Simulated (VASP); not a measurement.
# CaO (Fm-3m) in VASP: notebook

Runs on CaO. Level: PBE. Tasks: single point.

All numbers are computed with VASP 6.6.1; they aren't measurements. Logs are shortened: lines on timing, memory, paths and dates and some standing lists are left out, and cuts for length are marked.

### 1 The cell of the first run

It takes space group Fm-3m (No. 225, cubic). Conventional cell: a = 4.732 Å, b = 4.732 Å, c = 4.732 Å, α = 90.00°, β = 90.00°, γ = 90.00°. Within 3.1 Å of Ca (site symmetry m-3m) lie 6 O at 2.37 Å. Within 3.1 Å of O (site symmetry m-3m) lie 6 Ca at 2.37 Å.

### 2 Single point, PBE (volume scaled by 0.94)

File INCAR:

```
SYSTEM = CaO
PREC = Accurate ; ENCUT = 520
EDIFF = 1E-7 ; ISMEAR = 0
SIGMA = 0.02 ; LREAL = .FALSE.
LASPH = .TRUE. ; NELM = 60
ALGO = Normal ; ISIF = 2
LWAVE = .FALSE. ; LCHARG = .TRUE.
GGA = PE ; LELF = .TRUE.
LVHAR = .TRUE. ; NBANDS = 15
```

File KPOINTS:

```
regular mesh
0
G
  8 8 8
  0 0 0
```

File POSCAR:

```
CaO
1.0
    0.0000000000      2.3661833462      2.3661833462
    2.3661833462      0.0000000000      2.3661833462
    2.3661833462      2.3661833462      0.0000000000
Ca O
1 1
Direct
    0.0000000000      0.0000000000      0.0000000000
    0.5000000000      0.5000000000      0.5000000000
```

Potentials or basis: VASP PAW PBE potentials, release 64 (Ca_sv, O).

Run with:

```sh
$ cat potpaw_PBE.64/Ca_sv/POTCAR potpaw_PBE.64/O/POTCAR > POTCAR
$ mpirun -np 1 vasp_std > vasp.out
```

OUTCAR:

```text
SYSTEM = CaO
   PREC = Accurate
   ENCUT = 520
   EDIFF = 1E-7
   ISMEAR = 0
   LREAL = .FALSE.
   LASPH = .TRUE.
   NELM = 60
   ISIF = 2
   GGA = PE

 ion  position               nearest neighbor table
   1  0.000  0.000  0.000-   2 2.37   2 2.37   2 2.37   2 2.37   2 2.37   2 2.37
   2  0.500  0.500  0.500-   1 2.37   1 2.37   1 2.37   1 2.37   1 2.37   1 2.37

  LATTYP: Found a face centered cubic cell.
 ALAT       =     4.7323666924

  Lattice vectors:

 A1 = (   0.0000000000,   2.3661833462,   2.3661833462)
 A2 = (   2.3661833462,   0.0000000000,   2.3661833462)
 A3 = (   2.3661833462,   2.3661833462,   0.0000000000)

Analysis of symmetry for initial positions (statically):
=====================================================================
 Subroutine PRICEL returns:
 Original cell was already a primitive cell.

 Routine SETGRP: Setting up the symmetry group for a
 face centered cubic supercell.

 Subroutine GETGRP returns: Found 48 space group operations
 (whereof 48 operations were pure point group operations)
 out of a pool of 48 trial point group operations.

The static configuration has the point symmetry O_h .

Analysis of symmetry for dynamics (positions and initial velocities):
=====================================================================
 Subroutine PRICEL returns:
 Original cell was already a primitive cell.

 Routine SETGRP: Setting up the symmetry group for a
 face centered cubic supercell.

 Subroutine GETGRP returns: Found 48 space group operations
 (whereof 48 operations were pure point group operations)
 out of a pool of 48 trial point group operations.

The dynamic configuration has the point symmetry O_h .

 Subroutine INISYM returns: Found 48 space group operations
 (whereof 48 operations are pure point group operations),
 and found     1 'primitive' translations

----------------------------------------------------------------------------------------

                                     Primitive cell

  volume of cell :      26.4957

  direct lattice vectors                    reciprocal lattice vectors
     0.000000000  2.366183346  2.366183346    -0.211310759  0.211310759  0.211310759
     2.366183346  0.000000000  2.366183346     0.211310759 -0.211310759  0.211310759
     2.366183346  2.366183346  0.000000000     0.211310759  0.211310759 -0.211310759

  length of vectors
     3.346288579  3.346288579  3.346288579     0.366000972  0.366000972  0.366000972

  position of ions in fractional coordinates (direct lattice)
[... 85 lines left out ...]
   ISIF   =      2    stress and relaxation
   ISYM   =      2    0-nonsym 1-usesym 2-fastsym
   POTIM  = 0.5000    time-step for ionic-motion
   TEBEG  =    0.0;   TEEND  =   0.0 temperature during run
   PSTRESS=    0.0 pullay stress
   NELECT =      16.0000    total number of electrons
   NUPDOWN=      -1.0000    fix difference up-down
   EMIN   =  10.00;   EMAX   =-10.00  energy-range for DOS
   EFERMI =   0.00;   METHOD = LEGACY
   ISMEAR =     0;   SIGMA  =   0.02  broadening in eV -4-tet -1-fermi 0-gaus
   EFERMI_NEDOS =   21; number of points for ismear=-14 and -15
   IALGO  =     38    algorithm
   IMIX   =      4    mixing-type and parameters
     AMIX     =   0.40;   BMIX     =  1.00
     AMIX_MAG =   1.60;   BMIX_MAG =  1.00
  volume/ion in A,a.u.               =      13.25        89.40
  Fermi-wavevector in a.u.,A,eV,Ry     =   1.383746  2.614901 26.051803  1.914753
  Thomas-Fermi vector in A             =   2.508315
   LORBIT       =      0    0 simple, 1 ext, 2 COOP (PROOUT), +10 PAW based schemes
   GGA     = PE    functional components
   LHFCALC =     F    Hartree Fock is set to
   AEXX    =    0.0000 exact exchange contribution
   IVDW    =     0    specifies the selected vdW correction
   LEPSILON=     F    determine dielectric tensor
   LRPA    =     F    only Hartree local field effects (RPA)
 non-spin polarized calculation
 Gauss-broadening in eV      SIGMA  =   0.02
  energy-cutoff  :      520.00
  volume of cell :       26.50
 maximum number of plane-waves:       725
 NGX is ok and might be reduce to    28
   NGX = 13   NGY = 13   NGZ = 13

 number of electron      15.9999998 magnetization

 Free energy of the ion-electron system (eV)
  ---------------------------------------------------
  ext. energy  EPLUGINS =         0.00000000
  ---------------------------------------------------
  free energy    TOTEN  =       -12.75962026 eV

  energy without entropy =      -12.75962026  energy(sigma->0) =      -12.75962026

 E-fermi :   2.8315     XC(G=0): -10.7048

 val. band max:        2.6214046351   @ k =   0.0000   0.0000   0.0000
 cond. band min:       6.2378757106   @ k =   0.5000   0.5000   0.0000
 fundamental gap:      3.6164710755
 Fermi energy:         2.8315118875

 k-point     1 :       0.0000    0.0000    0.0000
  band No.  band energies     occupation
      1     -34.8295      2.00000
      2     -15.5561      2.00000
      3     -15.5561      2.00000
      4     -15.5561      2.00000
      5     -13.0026      2.00000
      6       2.6214      2.00000
      7       2.6214      2.00000
      8       2.6214      2.00000
      9       7.7232      0.00000
     10       8.9582      0.00000
     11       8.9582      0.00000
     12       8.9582      0.00000
     13      10.5449      0.00000
     14      10.5449      0.00000
[... 401 lines left out ...]
      2     -16.6258      2.00000
      3     -15.8353      2.00000
      4     -15.7021      2.00000
      5     -11.9345      2.00000
      6       0.4972      2.00000
      7       1.4480      2.00000
      8       1.4977      2.00000
      9       9.5533      0.00000
     10       9.6360      0.00000
     11      11.6517      0.00000
     12      11.9195      0.00000
     13      13.2061      0.00000
     14      15.0006      0.00000
     15      17.0797      0.00000

 [... further k-points ...]
[... 5 lines left out ...]
  --------------------------------------------------------------------------------------
  -------------------------------------------------------------------------------------
  Total        1.3532200      1.3532200      1.3532200      0.0000000     -0.0000000      0.0000000
  in kB       81.8283561     81.8283561     81.8283561      0.0000000     -0.0000000      0.0000000
  external PRESSURE =      81.8283561 kB  Pullay stress =       0.0000000 kB

 VOLUME and BASIS-vectors are now :
 -----------------------------------------------------------------------------
  energy-cutoff  :      520.00
  volume of cell :       26.50
      direct lattice vectors                 reciprocal lattice vectors
     0.000000000  2.366183346  2.366183346    -0.211310759  0.211310759  0.211310759
     2.366183346  0.000000000  2.366183346     0.211310759 -0.211310759  0.211310759
     2.366183346  2.366183346  0.000000000     0.211310759  0.211310759 -0.211310759

 POSITION                                       TOTAL-FORCE (eV/Angst)
 -----------------------------------------------------------------------------------
      0.00000      0.00000      0.00000         0.000000      0.000000      0.000000
      2.36618      2.36618      2.36618        -0.000000     -0.000000     -0.000000
 -----------------------------------------------------------------------------------
    total drift:                                0.000000      0.000000      0.000000

  FREE ENERGIE OF THE ION-ELECTRON SYSTEM (eV)
  ---------------------------------------------------
  free  energy   TOTEN  =       -12.7596202568 eV

  energy  without entropy=      -12.7596202568  energy(sigma->0) =      -12.75962026
```

OSZICAR:

```text
N       E                     dE             d eps       ncg     rms          rms(c)
DAV:   1     0.124914086864E+03    0.12491E+03   -0.83489E+03   870   0.109E+03
DAV:   2    -0.946538334319E+01   -0.13438E+03   -0.12353E+03  1052   0.291E+02
DAV:   3    -0.143440246203E+02   -0.48786E+01   -0.48490E+01  1031   0.581E+01
DAV:   4    -0.144791302512E+02   -0.13511E+00   -0.13491E+00  1241   0.843E+00
DAV:   5    -0.144806438615E+02   -0.15136E-02   -0.15136E-02  1024   0.836E-01    0.858E+00
DAV:   6    -0.128279799695E+02    0.16527E+01   -0.49339E+00   955   0.221E+01    0.346E+00
DAV:   7    -0.127633475279E+02    0.64632E-01   -0.38686E-01   989   0.658E+00    0.178E+00
DAV:   8    -0.127607109953E+02    0.26365E-02   -0.72707E-02  1122   0.291E+00    0.426E-01
DAV:   9    -0.127590382099E+02    0.16728E-02   -0.46262E-03   898   0.593E-01    0.107E-01
DAV:  10    -0.127596436841E+02   -0.60547E-03   -0.67072E-04  1010   0.237E-01    0.381E-02
DAV:  11    -0.127596209133E+02    0.22771E-04   -0.51633E-05  1052   0.834E-02    0.793E-03
DAV:  12    -0.127596201977E+02    0.71559E-06   -0.65009E-06   996   0.258E-02    0.158E-03
DAV:  13    -0.127596203117E+02   -0.11397E-06   -0.27210E-07  1073   0.448E-03    0.407E-04
DAV:  14    -0.127596202568E+02    0.54875E-07   -0.22852E-08   554   0.157E-03
   1 F= -.12759620E+02 E0= -.12759620E+02  d E =-.776785E-52
```

Wall time 15 s (1 thread of Intel Xeon Platinum 8259CL at 2.50GHz (Skylake/Cascade Lake), shared host); peak memory 0.16 GiB.

What came out:

```yaml
Free_energy: -12.7596 eV
Pressure: 8.2 GPa
Band_gap_on_the_k_mesh: 3.62 eV, indirect (least direct gap 3.98 eV)
```

Levels at points of the mesh, in eV from the valence-band top:
| k point | band 4 | band 5 | band 6 | band 7 | band 8 | band 9 | band 10 | band 11 | band 12 | band 13 |
| --- | --- | --- | --- | --- | --- | --- | --- | --- | --- | --- |
| (0.00, 0.00, 0.00) | -18.18 | -15.62 | 0.00 | 0.00 | 0.00 | 5.10 | 6.34 | 6.34 | 6.34 | 7.92 |
| (0.50, 0.00, 0.00) | -18.24 | -14.22 | -2.75 | -1.30 | -1.30 | 7.27 | 8.61 | 8.61 | 8.87 | 10.82 |
| (0.50, 0.50, 0.00) | -18.44 | -15.39 | -1.28 | -0.36 | -0.36 | 3.62 | 8.39 | 9.16 | 9.85 | 9.85 |

Caveat: the cell differs from its parent crystal (volume scaled by 0.94). A k mesh can miss the band edges.

### 3 Single point, PBE

This run uses another cell than the first one, of 14.09 Å³/atom, 1.064 times its volume.

File INCAR:

```
PREC = Accurate ; ENCUT = 520
EDIFF = 1E-7 ; ISMEAR = 0
SIGMA = 0.02 ; LREAL = F
LASPH = T ; NELM = 100
ALGO = Normal ; ISIF = 2
LWAVE = F ; LCHARG = F
GGA = PE ; NBANDS = 15
```

File KPOINTS:

```
regular mesh
0
Gamma
  8 8 8
```

File POSCAR:

```
CaO
1.0
    0.0000000000      2.4154929568      2.4154929568
    2.4154929568      0.0000000000      2.4154929568
    2.4154929568      2.4154929568      0.0000000000
Ca O
1 1
Direct
    0.0000000000      0.0000000000      0.0000000000
    0.5000000000      0.5000000000      0.5000000000
```

Potentials or basis: VASP PAW PBE potentials, release 64 (Ca_sv, O).

Run with:

```sh
$ cat potpaw_PBE.64/Ca_sv/POTCAR potpaw_PBE.64/O/POTCAR > POTCAR
$ mpirun -np 1 vasp_std > vasp.out
```

OUTCAR:

```text
PREC = Accurate
   ENCUT = 520
   EDIFF = 1E-7
   ISMEAR = 0
   LREAL = F
   LASPH = T
   NELM = 100
   ISIF = 2
   GGA = PE

 ion  position               nearest neighbor table
   1  0.000  0.000  0.000-   2 2.42   2 2.42   2 2.42   2 2.42   2 2.42   2 2.42
   2  0.500  0.500  0.500-   1 2.42   1 2.42   1 2.42   1 2.42   1 2.42   1 2.42

  LATTYP: Found a face centered cubic cell.
 ALAT       =     4.8309859136

  Lattice vectors:

 A1 = (   0.0000000000,   2.4154929568,   2.4154929568)
 A2 = (   2.4154929568,   0.0000000000,   2.4154929568)
 A3 = (   2.4154929568,   2.4154929568,   0.0000000000)

Analysis of symmetry for initial positions (statically):
=====================================================================
 Subroutine PRICEL returns:
 Original cell was already a primitive cell.

 Routine SETGRP: Setting up the symmetry group for a
 face centered cubic supercell.

 Subroutine GETGRP returns: Found 48 space group operations
 (whereof 48 operations were pure point group operations)
 out of a pool of 48 trial point group operations.

The static configuration has the point symmetry O_h .

Analysis of symmetry for dynamics (positions and initial velocities):
[... 168 lines left out ...]
  band No.  band energies     occupation
      1     -35.4359      2.00000
      2     -16.2107      2.00000
      3     -16.2107      2.00000
      4     -16.2107      2.00000
      5     -13.2394      2.00000
      6       2.2633      2.00000
      7       2.2633      2.00000
      8       2.2633      2.00000
      9       6.8535      0.00000
     10       8.4512      0.00000
     11       8.4512      0.00000
     12       8.4512      0.00000
     13       9.9284      0.00000
     14       9.9284      0.00000
[... 401 lines left out ...]
      2     -17.0442      2.00000
      3     -16.4374      2.00000
      4     -16.3299      2.00000
      5     -12.3680      2.00000
      6       0.2366      2.00000
      7       1.1502      2.00000
      8       1.2286      2.00000
      9       8.9518      0.00000
     10       9.0308      0.00000
     11      10.9304      0.00000
     12      11.0863      0.00000
     13      12.3493      0.00000
     14      14.0333      0.00000
     15      15.8950      0.00000

 [... further k-points ...]
[... 5 lines left out ...]
  --------------------------------------------------------------------------------------
  -------------------------------------------------------------------------------------
  Total        0.0961265      0.0961265      0.0961265      0.0000000     -0.0000000      0.0000000
  in kB        5.4639485      5.4639485      5.4639485      0.0000000     -0.0000000      0.0000000
  external PRESSURE =       5.4639485 kB  Pullay stress =       0.0000000 kB

 VOLUME and BASIS-vectors are now :
 -----------------------------------------------------------------------------
  energy-cutoff  :      520.00
  volume of cell :       28.19
      direct lattice vectors                 reciprocal lattice vectors
     0.000000000  2.415492957  2.415492957    -0.206997085  0.206997085  0.206997085
     2.415492957  0.000000000  2.415492957     0.206997085 -0.206997085  0.206997085
     2.415492957  2.415492957  0.000000000     0.206997085  0.206997085 -0.206997085

 POSITION                                       TOTAL-FORCE (eV/Angst)
 -----------------------------------------------------------------------------------
      0.00000      0.00000      0.00000         0.000000     -0.000000      0.000000
      2.41549      2.41549      2.41549        -0.000000      0.000000     -0.000000
 -----------------------------------------------------------------------------------
    total drift:                                0.000000      0.000000      0.000000

  FREE ENERGIE OF THE ION-ELECTRON SYSTEM (eV)
  ---------------------------------------------------
  free  energy   TOTEN  =       -12.8053265343 eV

  energy  without entropy=      -12.8053265343  energy(sigma->0) =      -12.80532653
```

stdout:

```text
POSCAR found type information on POSCAR CaO
 POSCAR found :  2 types and       2 ions
 scaLAPACK will be used
 LDA part: xc-table for (Slater+PW92), standard interpolation
 POSCAR, INCAR and KPOINTS ok, starting setup
 FFT: planning ... GRIDC
 FFT: planning ... GRID_SOFT
 FFT: planning ... GRID
 WAVECAR not read
 entering main loop
```

It took 14 s on 1 thread of Intel Xeon Platinum 8259CL at 2.50GHz (Skylake/Cascade Lake), shared host; peak memory 0.16 GiB.

What came out:

```yaml
Free_energy: -12.8053 eV
Pressure: 0.5 GPa
Band_gap_on_the_k_mesh: 3.64 eV, indirect (least direct gap 4.02 eV)
```

A k mesh can miss the band edges. Expect the measured gap to be larger: semilocal functionals such as PBE lack the derivative discontinuity.

### 4 Single point, PBE (volume scaled by 0.97)

File INCAR:

```
PREC = Accurate ; ENCUT = 520
EDIFF = 1E-6 ; ISMEAR = 0
SIGMA = 0.02 ; LREAL = False
LASPH = True ; NELM = 100
ALGO = Normal ; ISIF = 2
LWAVE = False ; LCHARG = False
GGA = PE ; NBANDS = 15
```

File KPOINTS:

```
Automatic mesh
0
Gamma
  8 8 8
```

File POSCAR:

```
CaO
1.0
    0.0000000000      2.3910923698      2.3910923698
    2.3910923698      0.0000000000      2.3910923698
    2.3910923698      2.3910923698      0.0000000000
Ca O
1 1
Direct
    0.0000000000      0.0000000000      0.0000000000
    0.5000000000      0.5000000000      0.5000000000
```

Run with:

```sh
$ cat potpaw_PBE.64/Ca_sv/POTCAR potpaw_PBE.64/O/POTCAR > POTCAR
$ mpirun -np 1 vasp_std > vasp.out
```

Wall time 13 s (1 thread of Intel Xeon Platinum 8259CL at 2.50GHz (Skylake/Cascade Lake), shared host); peak memory 0.16 GiB.

The run converged. Its results:

| Property | Result |
| --- | --- |
| Free energy | -12.7925 eV |
| Pressure | 4.0 GPa |
| Band gap on the k mesh | 3.63 eV, indirect (least direct gap 4.00 eV) |

Levels at points of the mesh, in eV from the valence-band top:
| k point | band 6 | band 7 | band 8 | band 9 | band 10 | band 11 |
| --- | --- | --- | --- | --- | --- | --- |
| (0.00, 0.00, 0.00) | 0.00 | 0.00 | 0.00 | 4.84 | 6.26 | 6.26 |
| (0.50, 0.00, 0.00) | -2.67 | -1.23 | -1.23 | 7.12 | 8.44 | 8.44 |
| (0.50, 0.50, 0.00) | -1.29 | -0.37 | -0.37 | 3.63 | 8.16 | 8.98 |

Caveat: the cell differs from its parent crystal (volume scaled by 0.97). A k mesh can miss the band edges.

### 5 Summary

| cell | gap on the mesh (eV) | pressure (GPa) |
| --- | --- | --- |
| a = 3.346 Å, angles 60.0°, 2 atoms | 3.62 | 8.2 |
| a = 3.416 Å, angles 60.0°, 2 atoms | 3.64 | 0.5 |
| a = 3.382 Å, angles 60.0°, 2 atoms | 3.63 | 4.0 |

Alike in all rows: task single point; level PBE; potentials or basis VASP PAW PBE potentials, release 64 (Ca_sv, O); no spin polarisation; k mesh 8 × 8 × 8; cutoff (eV) 520; smearing gaussian 0.02 eV.

Absolute energies hang on the potentials; compare differences alone.
